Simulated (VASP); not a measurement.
## Re: single point with PBE

Re:

```xyz
2
Lattice="2.6372 0.0000 0.0000 -1.3186 2.2838 0.0000 0.0000 0.0000 4.2168" Properties=species:S:1:pos:R:3 pbc="T T T"
Re    0.0000    1.5226    1.0542
Re    1.3186    0.7613    3.1626
```

This cell differs from its parent crystal: volume scaled by 1.04.

```
Program             : VASP 6.6.1
Task                : single point
Functional          : PBE
Potentials or basis : VASP PAW PBE potentials, release 64 (Re)
Cutoff              : 520 eV
k mesh              : 18 × 18 × 10
Occupations         : fermi-dirac, width 0.05 eV
Spin                : no spin polarisation
```

```
Pressure               : 86.5 GPa
Band gap on the k mesh : zero (band 7 reaches 11.86 eV, above the bottom of band 8 at 7.59 eV)
```

Stress tensor (GPa, compression positive):
```
83.93  0.00  0.00
 0.00 83.93  0.00
 0.00  0.00 91.61
```

Levels at points of the mesh, in eV from the Fermi level:
```csv
k point,band 4,band 5,band 6,band 7,band 8,band 9,band 10,band 11
"(0.00, 0.00, 0.00)",-2.04,-1.85,-0.95,-0.95,0.07,0.07,1.20,4.08
"(0.50, 0.00, 0.00)",-2.55,-1.74,-1.48,-0.58,4.84,5.55,5.56,7.51
"(0.00, 0.00, 0.50)",-2.73,-2.22,-2.22,-2.22,-2.22,3.16,3.16,3.16
"(0.50, 0.00, 0.50)",-5.00,0.37,0.37,1.34,1.34,5.26,5.26,5.90
```

It took 42 s on 1 thread of Intel(R) Xeon(R) 6975P-C (Granite Rapids), with other jobs on the host, peak memory 0.19 GiB.

Caveat: spin-orbit coupling is left out, which moves the levels of the heavy elements.
